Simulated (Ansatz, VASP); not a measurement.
**P: VASP beside Ansatz**

The input POSCAR:

```
P
1.0
    3.9150932022      0.0000000000      0.0000000000
    0.0000000000      3.9150932022      0.0000000000
    0.0000000000      0.0000000000      5.2148040255
P
1
Direct
    0.0000000000      0.0000000000      0.0000000000
```

The input INCAR.step1:

```
SYSTEM = P
PREC     = Accurate       ! precision mode
ENCUT    = 520            ! plane-wave cutoff, eV
ISMEAR   = 0              ! smearing method
SIGMA    = 0.15           ! smearing width, eV
LREAL    = .FALSE.        ! projectors in reciprocal space
LASPH    = .TRUE.         ! aspherical terms in the spheres
NELM     = 60             ! most SCF steps
NBANDS   = 8              ! bands
GGA      = PE             ! functional
ALGO     = Normal         ! electronic algorithm
EDIFF    = 1E-4           ! SCF threshold, eV
LWAVE    = .TRUE.         ! write WAVECAR
LCHARG   = .FALSE.        ! write CHGCAR
```

File INCAR.step2:

```
SYSTEM = P
PREC     = Accurate       ! precision mode
ENCUT    = 520            ! plane-wave cutoff, eV
EDIFF    = 1E-7           ! SCF threshold, eV
ISMEAR   = 0              ! smearing method
SIGMA    = 0.15           ! smearing width, eV
LREAL    = .FALSE.        ! projectors in reciprocal space
LASPH    = .TRUE.         ! aspherical terms in the spheres
NELM     = 60             ! most SCF steps
ALGO     = Normal         ! electronic algorithm
ISIF     = 2              ! what is computed and relaxed
LWAVE    = .FALSE.        ! write WAVECAR
LCHARG   = .FALSE.        ! write CHGCAR
METAGGA  = R2SCAN         ! meta-GGA
LMIXTAU  = .TRUE.       
NBANDS   = 8              ! bands
ISTART   = 1
```

KPOINTS

```
Automatic mesh
0
G
  12 12 12
  0 0 0
```

Input for Ansatz:

```yaml
crystal:
  lattice:
    - [3.9150932022, 0.0, 0.0]
    - [0.0, 3.9150932022, 0.0]
    - [0.0, 0.0, 5.2148040255]
  atoms:
    - { symbol: P, position: [0.0, 0.0, 0.0] }
basis:
  ecutwfc: 500
kpoints:
  mp_grid: { grid: [12, 12, 12] }
hamiltonian:
  xc: r2scan
scf:
  occupations: { method: gaussian, width: 0.15 }
output:
  forces: true
  stress: true
  eigenvalues: true
```

Alike in both runs: task single point; functional r2SCAN; k mesh 12 × 12 × 12; occupations gaussian, width 0.15 eV; no spin polarisation.

|  | VASP | Ansatz |
| --- | --- | --- |
| version | VASP 6.6.1 | Ansatz 0.2.0 |
| potentials or method | VASP PAW PBE potentials, release 64 (P), cutoff 520 eV | scalar-relativistic, plane waves, PAW |
| valence electrons in the cell | 5 | 5 |

```tsv
	VASP	Ansatz	Ansatz less VASP
gap on the k mesh at the Fermi level (eV)	none	none	-
pressure (GPa)	-4.2	-4.2	0.00
traceless stress, the component that is largest in VASP (GPa)	3.38	3.38	+0.003
```

VASP's potentials were made for PBE, not for r2SCAN. A gap of «none» marks a metal or a gap that the smearing closes. With one functional, cell and mesh, what is left measures potentials, basis and numerics.
